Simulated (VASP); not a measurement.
Here is a VASP 6.6.1 calculation.

The input INCAR:

```
PREC = Accurate ; ENCUT = 600
EDIFF = 1E-7 ; ISMEAR = -1
SIGMA = 0.05 ; LREAL = F
LASPH = T ; NELM = 100
ALGO = Normal ; ISIF = 3
LWAVE = F ; LCHARG = F
GGA = PE ; IBRION = 2
NSW = 60 ; EDIFFG = -0.005
PSTRESS = 690.0
```

KPOINTS

```
regular mesh
0
Gamma
  22 22 12
```

The input POSCAR:

```
Be
1.0
    2.0071091114      0.0000000000      0.0000000000
   -1.0035545557      1.7382074786      0.0000000000
    0.0000000000      0.0000000000      3.2515167604
Be
2
Direct
    0.3333333333      0.6666666667      0.2500000000
    0.6666666667      0.3333333333      0.7500000000
```

Potentials or basis: VASP PAW PBE potentials, release 64 (Be).

Launch:

```sh
$ cat potpaw_PBE.64/Be/POTCAR > POTCAR
$ mpirun -np 1 vasp_std > vasp.out
```

What does it give for the relaxed cell?

a = 2.021 Å, b = 2.021 Å, c = 3.228 Å, α = 90.00°, β = 90.00°, γ = 120.00°.

Predict the relaxed volume.

5.71 Å³/atom.

Final structure:
```xyz
2
Lattice="2.0206 0.0000 0.0000 -1.0103 1.7499 0.0000 0.0000 0.0000 3.2278" Properties=species:S:1:pos:R:3 pbc="T T T"
Be    0.0000    1.1666    0.8069
Be    1.0103    0.5833    2.4208
```

Caveat: the cell is relaxed towards a set pressure, so the run minimises the enthalpy, not the energy.
